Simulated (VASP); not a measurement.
Si, 1 atom in the cell. The cell holds a sheet with vacuum, 1 atom: a = 2.399 Å, b = 2.418 Å, c = 23.800 Å, α = 90.00°, β = 90.00°, γ = 90.00°. 

* Program: VASP 6.6.1
* Task: single point
* Functional: PBEsol
* Potentials or basis: VASP PAW PBE potentials, release 64 (Si)
* Cutoff: 520 eV
* k mesh: 11 × 11 × 1
* Occupations: fermi-dirac, width 0.05 eV
* Spin: no spin polarisation
* Dipole correction: yes
* Further INCAR settings: ALGO = Normal; EDIFF = 1e-07; NBANDS = 8

Potentials or basis: VASP PAW PBE potentials, release 64 (Si).

Launch:

```bash
$ cat potpaw_PBE.64/Si/POTCAR > POTCAR
$ mpirun -np 1 vasp_std > vasp.out
```

Hardware: 1 thread of Intel Xeon 6975P-C (shared host).

Estimate the wall time of this run.

Wall time 54 s on 1 thread of Intel Xeon 6975P-C, with other jobs on the host, peak memory 0.24 GiB. Counts: scf iterations 21, k points 36.
